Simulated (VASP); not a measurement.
The system is AgCl.

```xyz
2
Lattice="3.4058 0.0391 0.0391 0.0391 3.4058 0.0391 0.0391 0.0391 3.4058" Properties=species:S:1:pos:R:3 pbc="T T T"
Ag    0.0000    0.0000    0.0000
Cl    1.7420    1.7420    1.7420
```

This cell differs from its parent crystal: epitaxial 111 strain -0.9%.

Base run:

```yaml
Program: VASP 6.6.1
Functional: r2SCAN
Potentials_or_basis: VASP PAW PBE potentials, release 64 (Ag, Cl)
Cutoff: 520 eV
k_mesh: 8 × 8 × 8
Occupations: gaussian, width 0.01 eV
Spin: no spin polarisation
```

Its results: band gap on the k mesh 1.11 eV (least direct gap 2.73 eV); pressure -0.6 GPa.

**Question.** The run is repeated on the same cell with these changes: functional from r2SCAN to PBE; occupations from gaussian, width 0.01 eV to fermi-dirac, width 0.02 eV. What comes out?

**Answer.** Band gap on the k mesh 0.52 eV (least direct gap 2.07 eV); pressure 1.0 GPa.

Caveats: the PAW data sets were made with another functional, which shifts forces and pressure a little (at least some runs).

A k mesh can miss the band edges.
